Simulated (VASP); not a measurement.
A run of VASP 6.6.1 is set up as follows.

Contents of POSCAR:

```
InAs
1.0
    0.0000000000      2.8384167465      2.8384167465
    2.8384167465      0.0000000000      2.8384167465
    2.8384167465      2.8384167465      0.0000000000
In As
1 1
Direct
    0.5000000000      0.5000000000      0.5000000000
    0.0000000000      0.0000000000      0.0000000000
```

Contents of INCAR.step1:

```
PREC = Accurate ; ENCUT = 520
ISMEAR = -1 ; SIGMA = 0.05
LREAL = False ; LASPH = True
NELM = 100 ; NBANDS = 16
GGA = PE ; ALGO = Normal
EDIFF = 1E-4 ; LWAVE = True
LCHARG = False
```

Contents of INCAR.step2:

```
PREC = Accurate ; ENCUT = 520
EDIFF = 1E-6 ; ISMEAR = -1
SIGMA = 0.05 ; LREAL = False
LASPH = True ; NELM = 100
ALGO = Normal ; ISIF = 2
LWAVE = False ; LCHARG = False
METAGGA = R2SCAN ; LMIXTAU = True
NBANDS = 16 ; ISTART = 1
```

KPOINTS

```
regular mesh
0
Gamma
  8 8 8
```

Potentials or basis: VASP PAW PBE potentials, release 64 (In_d, As).

The run is started by

```sh
$ cat potpaw_PBE.64/In_d/POTCAR potpaw_PBE.64/As/POTCAR > POTCAR
$ cp INCAR.step1 INCAR
$ mpirun -np 1 vasp_std > vasp.out
$ cp INCAR.step2 INCAR
$ mpirun -np 1 vasp_std > vasp.out
```

What does it give for the pressure?

0.3 GPa.

What does it give for the band gap on the k mesh?

Zero (bands 9 and 10 overlap by 2.80 eV).

Caveat: the PAW data sets were made with another functional, which shifts forces and pressure a little; spin-orbit coupling is left out, which moves the levels of the heavy elements.
